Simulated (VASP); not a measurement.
## Mg8HO8: single point with PBE+D3(BJ)

System: Mg8HO8, a slab with vacuum.

```xyz
34
Lattice="5.9506 0.0000 0.0000 0.0000 5.9506 0.0000 0.0000 0.0000 25.0616" Properties=species:S:1:pos:R:3 pbc="T T T"
Mg    1.4877    1.4877    8.0000
Mg    1.4877    4.4630    8.0000
Mg    4.4630    1.4877    8.0000
Mg    4.4630    4.4630    8.0000
Mg    2.9753    2.9753   10.1039
Mg    2.9753    0.0000   10.1039
Mg    0.0000    2.9753   10.1039
Mg    0.0000    0.0000   10.1039
Mg    4.4628    4.4630   12.2166
Mg    4.4632    1.4877   12.2162
Mg    1.4879    4.4630   12.2166
Mg    1.4875    1.4877   12.2162
Mg    0.0000   -0.0022   14.3050
Mg    0.0000    2.9775   14.3050
Mg    2.9753    0.0004   14.3076
Mg    2.9753    2.9749   14.3076
O     2.9753    2.9753    8.0000
O     2.9753    0.0000    8.0000
O     0.0000    2.9753    8.0000
O     0.0000    0.0000    8.0000
O     4.4630    4.4630   10.1039
O     4.4630    1.4877   10.1039
O     1.4877    4.4630   10.1039
O     1.4877    1.4877   10.1039
O     0.0000   -0.0002   12.2097
O     0.0000    2.9755   12.2097
O     2.9753    0.0003   12.2109
O     2.9753    2.9751   12.2109
O     1.4863    1.4877   14.3564
O     1.4886    4.4630   14.3572
O     4.4643    1.4877   14.3564
O     4.4620    4.4630   14.3572
H     0.0000    1.4877   16.9080
H     0.0000    1.4877   17.6609
```

- Program: VASP 6.6.1
- Task: single point
- Functional: PBE
- Dispersion: D3(BJ)
- Potentials or basis: VASP PAW PBE potentials, release 64 (Mg, O, H)
- Cutoff: 520 eV
- k mesh: 3 × 3 × 1
- Occupations: gaussian, width 0.05 eV
- Spin: no spin polarisation
- Dipole correction: yes
- Further INCAR settings: LREAL = Auto; ALGO = Normal; EDIFF = 1e-07; NBANDS = 88

```json
{"Largest force": "0.545 eV/Å", "Band gap on the k mesh": "3.36 eV", "Dispersion energy per atom": "-0.209 eV"}
```

Forces in eV/Å, atoms in the order of the input:
```
Mg   0.000  0.000  0.438
Mg   0.000  0.000  0.439
Mg   0.000  0.000  0.438
Mg   0.000  0.000  0.439
Mg   0.000  0.000  0.072
Mg   0.000  0.000  0.072
Mg   0.000  0.002  0.069
Mg   0.000 -0.002  0.069
Mg  -0.006  0.000 -0.007
Mg  -0.003  0.000 -0.002
Mg   0.006  0.000 -0.007
Mg   0.003  0.000 -0.002
Mg   0.000 -0.004 -0.025
Mg   0.000  0.004 -0.025
Mg   0.000 -0.007 -0.018
Mg   0.000  0.007 -0.018
O    0.000  0.000 -0.545
O    0.000  0.000 -0.545
O    0.000  0.000 -0.545
O    0.000  0.000 -0.545
O   -0.002  0.000  0.053
O    0.000  0.000  0.053
O    0.002  0.000  0.053
O    0.000  0.000  0.053
O    0.000 -0.002 -0.001
O    0.000  0.002 -0.001
O    0.000  0.000 -0.005
O    0.000  0.000 -0.005
O    0.001  0.000  0.015
O   -0.010  0.000  0.003
O   -0.001  0.000  0.015
O    0.010  0.000  0.003
H    0.000  0.000  0.038
H    0.000  0.000 -0.029
```

Levels at points of the mesh, in eV from the valence-band top:
| k point | band 63 | band 64 | band 65 | band 66 | band 67 | band 68 |
| --- | --- | --- | --- | --- | --- | --- |
| (0.00, 0.00, 0.00) | -0.20 | 0.00 | 0.00 | 3.36 | 4.09 | 4.86 |

Wall time 20 min on 1 thread of Oxide Virtual Turin-like Processor, on a shared host, peak memory 0.91 GiB.
